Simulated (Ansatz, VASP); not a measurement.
**O: VASP beside Ansatz**

Contents of INCAR:

```
  PREC = Accurate
  ENCUT = 520
  EDIFF = 1E-7
  ISMEAR = -1
  SIGMA = 0.03
  LREAL = F
  LASPH = T
  NELM = 60
  ALGO = Normal
  ISIF = 2
  LWAVE = F
  LCHARG = F
  GGA = PE
  NBANDS = 13
```

The input KPOINTS:

```
Automatic mesh
0
Gamma
  10 10 10
```

POSCAR

```
O
1.0
    1.4233500000      0.8217715057      3.4083000000
   -1.4233500000      0.8217715057      3.4083000000
    0.0000000000     -1.6435430113      3.4083000000
O
2
Direct
    0.0577000000      0.0577000000      0.0577000000
    0.9423000000      0.9423000000      0.9423000000
```

Input for Ansatz:

```yaml
crystal:
  lattice:
    - [1.42335, 0.8217715057, 3.4083]
    - [-1.42335, 0.8217715057, 3.4083]
    - [0.0, -1.6435430113, 3.4083]
  atoms:
    - { symbol: O, position: [0.0577, 0.0577, 0.0577] }
    - { symbol: O, position: [0.9423, 0.9423, 0.9423] }
kpoints:
  mp_grid: { grid: [10, 10, 10] }
scf:
  occupations: { method: fermi_dirac, width: 0.03 }
hamiltonian:
  xc: pbe
  pseudopotentials: { kind: all_electron, lapw: { basis_error: 0.001 } }
output:
  forces: true
  stress: true
  eigenvalues: true
  populations: true
```

Alike in both runs: task single point; functional PBE; k mesh 10 × 10 × 10; occupations fermi-dirac, width 0.03 eV; no spin polarisation.

|  | VASP | Ansatz |
| --- | --- | --- |
| version | VASP 6.6.1 | Ansatz 0.2.0 |
| potentials or method | VASP PAW PBE potentials, release 64 (O), cutoff 520 eV | all-electron LAPW, scalar-relativistic |

```csv
,VASP,Ansatz,Ansatz less VASP
pressure (GPa),9.4,5.4,-3.99
"traceless stress, the component that is largest in VASP (GPa)",31.22,22.56,-8.659
rms of the force components (eV/Å),2.480,1.517,-0.9635
```

Atom by atom the forces differ by 0.963 eV/Å (rms over components). Ansatz ran all-electron here, and VASP with PAW potentials.

Noted on VASP's run: the standard files for N, O and F lose accuracy on very short bonds; spin is off for a triplet molecule.
